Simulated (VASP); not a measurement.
# MgS (P6_3/mmc) in VASP: notebook, part 2 of 2

VASP 6.6.1.

### Step 5. Single point, PBE

The input, INCAR:

```
PREC = Accurate ; ENCUT = 520
EDIFF = 1E-7 ; ISMEAR = 0
SIGMA = 0.01 ; LREAL = False
LASPH = True ; NELM = 60
ALGO = Normal ; ISIF = 2
LWAVE = False ; LCHARG = False
GGA = PE ; NBANDS = 16
```

The input, KPOINTS:

```
Automatic mesh
0
Gamma
  6 6 4
```

The input, POSCAR:

```
MgS
1.0
    3.6454348044      0.0000000000      0.0000000000
   -1.8227174022      3.1570391485      0.0000000000
    0.0000000000      0.0000000000      6.1473560942
Mg S
2 2
Direct
    0.0000000000      0.0000000000      0.0000000000
    0.0000000000      0.0000000000      0.5000000000
    0.3333333333      0.6666666667      0.2500000000
    0.6666666667      0.3333333333      0.7500000000
```

Potentials or basis: VASP PAW PBE potentials, release 64 (Mg, S).

Run with:

```console
> cat potpaw_PBE.64/Mg/POTCAR potpaw_PBE.64/S/POTCAR > POTCAR
> mpirun -np 1 vasp_std > vasp.out
```

OUTCAR:

```text
PREC = Accurate
   ENCUT = 520
   EDIFF = 1E-7
   ISMEAR = 0
   LREAL = False
   LASPH = True
   NELM = 60
   ISIF = 2
   GGA = PE

 ion  position               nearest neighbor table
   1  0.000  0.000  0.000-   3 2.61   4 2.61   4 2.61   3 2.61   4 2.61   3 2.61   2 3.07   2 3.07

   2  0.000  0.000  0.500-   3 2.61   4 2.61   4 2.61   3 2.61   4 2.61   3 2.61   1 3.07   1 3.07

   3  0.333  0.667  0.250-   1 2.61   2 2.61   1 2.61   2 2.61   1 2.61   2 2.61
   4  0.667  0.333  0.750-   1 2.61   2 2.61   1 2.61   2 2.61   1 2.61   2 2.61

  LATTYP: Found a hexagonal cell.
 ALAT       =     3.6454348044
 C/A-ratio  =     1.6863162898

  Lattice vectors:

 A1 = (   3.6454348044,   0.0000000000,   0.0000000000)
 A2 = (  -1.8227174022,   3.1570391485,   0.0000000000)
 A3 = (   0.0000000000,   0.0000000000,   6.1473560942)

Analysis of symmetry for initial positions (statically):
=====================================================================
 Subroutine PRICEL returns:
 Original cell was already a primitive cell.

 Routine SETGRP: Setting up the symmetry group for a
 hexagonal supercell.

[... 172 lines left out ...]
 cond. band min:       7.1135590768   @ k =   0.3333   0.3333   0.0000
 fundamental gap:      3.4042017706
 Fermi energy:         3.8014763714

 k-point     1 :       0.0000    0.0000    0.0000
  band No.  band energies     occupation
      1      -8.9846      2.00000
      2      -7.7823      2.00000
      3      -1.2328      2.00000
      4       3.2270      2.00000
      5       3.2270      2.00000
      6       3.4705      2.00000
[... 376 lines left out ...]
      3       0.0739      2.00000
      4       0.0739      2.00000
      5       0.1081      2.00000
      6       0.1081      2.00000
[... 8 lines left out ...]
     15      13.1644      0.00000
     16      13.1644      0.00000

------------------------ aborting loop because EDIFF is reached ----------------------------------------

  FORCE on cell =-STRESS in cart. coord.  units (eV):
  Direction    XX          YY          ZZ          XY          YZ          ZX
  --------------------------------------------------------------------------------------
  -------------------------------------------------------------------------------------
  Total        0.4326142      0.4326142      0.4001165      0.0000000     -0.0000000      0.0000000
  in kB        9.7970138      9.7970138      9.0610671      0.0000000     -0.0000000      0.0000000
  external PRESSURE =       9.5516982 kB  Pullay stress =       0.0000000 kB

 VOLUME and BASIS-vectors are now :
 -----------------------------------------------------------------------------
  energy-cutoff  :      520.00
  volume of cell :       70.75
      direct lattice vectors                 reciprocal lattice vectors
     3.645434804  0.000000000  0.000000000     0.274315700  0.158376243  0.000000000
    -1.822717402  3.157039149  0.000000000     0.000000000  0.316752486  0.000000000
     0.000000000  0.000000000  6.147356094     0.000000000  0.000000000  0.162671559

 POSITION                                       TOTAL-FORCE (eV/Angst)
 -----------------------------------------------------------------------------------
      0.00000      0.00000      0.00000         0.000000      0.000000      0.000000
      0.00000      0.00000      3.07368         0.000000      0.000000      0.000000
     -0.00000      2.10469      1.53684        -0.000000      0.000000      0.000000
      1.82272      1.05235      4.61052         0.000000     -0.000000     -0.000000
 -----------------------------------------------------------------------------------
    total drift:                                0.000000     -0.000000     -0.000000

  FREE ENERGIE OF THE ION-ELECTRON SYSTEM (eV)
  ---------------------------------------------------
  free  energy   TOTEN  =       -16.8963532646 eV

  energy  without entropy=      -16.8963532646  energy(sigma->0) =      -16.89635326
```

OSZICAR:

```text
N       E                     dE             d eps       ncg     rms          rms(c)
DAV:   1     0.573147964913E+02    0.57315E+02   -0.62468E+03   680   0.823E+02
DAV:   2    -0.129574136350E+02   -0.70272E+02   -0.64499E+02  1032   0.143E+02
DAV:   3    -0.176205366707E+02   -0.46631E+01   -0.46454E+01   872   0.384E+01
DAV:   4    -0.176660626513E+02   -0.45526E-01   -0.45516E-01   840   0.470E+00
DAV:   5    -0.176667738234E+02   -0.71117E-03   -0.71116E-03   880   0.589E-01    0.625E+00
DAV:   6    -0.169692333266E+02    0.69754E+00   -0.93768E-01   744   0.471E+00    0.466E+00
DAV:   7    -0.168968713603E+02    0.72362E-01   -0.32919E-01   880   0.283E+00    0.300E+00
DAV:   8    -0.168974902987E+02   -0.61894E-03   -0.31237E-02   736   0.109E+00    0.162E+00
DAV:   9    -0.168963009911E+02    0.11893E-02   -0.27569E-03   800   0.362E-01    0.248E-01
DAV:  10    -0.168963585123E+02   -0.57521E-04   -0.48377E-04   928   0.108E-01    0.307E-02
DAV:  11    -0.168963539610E+02    0.45513E-05   -0.31556E-05   792   0.302E-02    0.370E-02
DAV:  12    -0.168963531621E+02    0.79884E-06   -0.33600E-06   880   0.984E-03    0.459E-03
DAV:  13    -0.168963533494E+02   -0.18727E-06   -0.14491E-07   688   0.262E-03    0.111E-03
DAV:  14    -0.168963532646E+02    0.84779E-07   -0.23078E-08   472   0.838E-04
   1 F= -.16896353E+02 E0= -.16896353E+02  d E =-.109688E-40
```

Wall time 12 s (1 thread of Intel Xeon 6975P-C (Granite Rapids), shared host); peak memory 0.19 GiB.

What came out:

```
Free energy            : -16.8964 eV
Pressure               : 1.0 GPa
Band gap on the k mesh : 3.40 eV, indirect (least direct gap 3.53 eV)
```

Levels at points of the mesh, in eV from the valence-band top:
| k point | band 4 | band 5 | band 6 | band 7 | band 8 | band 9 | band 10 | band 11 | band 12 | band 13 |
| --- | --- | --- | --- | --- | --- | --- | --- | --- | --- | --- |
| (0.00, 0.00, 0.00) | -0.48 | -0.48 | -0.24 | 0.00 | 0.00 | 3.53 | 4.65 | 6.81 | 7.83 | 7.83 |
| (0.50, 0.00, 0.00) | -3.60 | -2.85 | -1.70 | -1.58 | -0.61 | 4.05 | 4.40 | 4.93 | 6.95 | 8.14 |
| (0.00, 0.00, 0.50) | -3.00 | -0.25 | -0.25 | -0.25 | -0.25 | 4.81 | 4.81 | 7.57 | 7.57 | 7.57 |
| (0.50, 0.00, 0.50) | -4.52 | -1.51 | -1.51 | -1.15 | -1.15 | 4.00 | 4.00 | 5.30 | 5.30 | 8.94 |

### Step 6. Single point, r2SCAN

POSCAR is that of step 5.

The input, INCAR.step1:

```
SYSTEM = MgS
PREC = Accurate
ENCUT = 520
ISMEAR = 0
SIGMA = 0.01
LREAL = .FALSE.
LASPH = .TRUE.
NELM = 60
NBANDS = 16
GGA = PE
ALGO = Normal
EDIFF = 1E-4
LWAVE = .TRUE.
LCHARG = .FALSE.
```

The input, INCAR.step2:

```
SYSTEM = MgS
PREC = Accurate
ENCUT = 520
EDIFF = 1E-6
ISMEAR = 0
SIGMA = 0.01
LREAL = .FALSE.
LASPH = .TRUE.
NELM = 60
ALGO = Normal
ISIF = 2
LWAVE = .FALSE.
LCHARG = .TRUE.
METAGGA = R2SCAN
LMIXTAU = .TRUE.
LELF = .TRUE.
LVHAR = .TRUE.
NBANDS = 16
ISTART = 1
```

The input, KPOINTS:

```
regular mesh
0
G
  6 6 2
  0 0 0
```

Potentials or basis: VASP PAW PBE potentials, release 64 (Mg, S).

Run with:

```console
> cat potpaw_PBE.64/Mg/POTCAR potpaw_PBE.64/S/POTCAR > POTCAR
> cp INCAR.step1 INCAR
> mpirun -np 1 vasp_std > vasp.out
> cp INCAR.step2 INCAR
> mpirun -np 1 vasp_std > vasp.out
```

It took 42 s on 1 thread of Intel Xeon 6975P-C (Granite Rapids), shared host; peak memory 0.19 GiB.

Results (log left out):

```yaml
Free_energy: -30.8960 eV
Pressure: -0.5 GPa
Band_gap_on_the_k_mesh: 4.05 eV, indirect (least direct gap 4.41 eV)
```

Stress tensor (GPa, compression positive):
```
-0.41  0.00  0.00
 0.00 -0.41  0.00
 0.00  0.00 -0.54
```

Levels at points of the mesh, in eV from the valence-band top:
```csv
k point,band 4,band 5,band 6,band 7,band 8,band 9,band 10,band 11,band 12,band 13
"(0.00, 0.00, 0.00)",-0.51,-0.51,-0.25,0.00,0.00,4.41,5.30,7.38,8.45,8.45
"(0.50, 0.00, 0.00)",-3.68,-2.91,-1.71,-1.63,-0.64,4.61,5.02,5.58,7.53,8.82
"(0.00, 0.00, 0.50)",-3.01,-0.26,-0.26,-0.26,-0.26,5.55,5.55,8.16,8.16,8.16
"(0.50, 0.00, 0.50)",-4.59,-1.56,-1.56,-1.19,-1.19,4.64,4.64,5.85,5.85,9.61
```

Caveat: the k points lie up to 0.51 Å⁻¹ apart; the PAW data sets were made with another functional, which shifts forces and pressure a little. r2SCAN opens gaps a little over a GGA but as a rule still falls short of measured ones.

### Step 7. The runs side by side

| level | potentials or basis | k mesh | gap on the mesh (eV) | pressure (GPa) |
| --- | --- | --- | --- | --- |
| PBE | VASP PAW PBE potentials, release 64 (Mg, S) | 6 × 6 × 2 | 3.40 | 0.9 |
| LDA | VASP PAW LDA potentials, release 64 (Mg, S) | 6 × 6 × 2 | 3.19 | -3.8 |
| PBE | VASP PAW PBE potentials, release 64 (Mg, S) | 6 × 6 × 4 | 3.40 | 1.0 |
| r2SCAN | VASP PAW PBE potentials, release 64 (Mg, S) | 6 × 6 × 2 | 4.05 | -0.5 |

Alike in all rows: task single point; no spin polarisation; cell as given; cutoff (eV) 520; smearing gaussian 0.01 eV.

Caveats: some runs use coarse meshes; the PAW data sets were made with another functional, which shifts forces and pressure a little (some runs).

Total energies depend on the potentials used, so only differences within one code and one set of settings carry meaning.
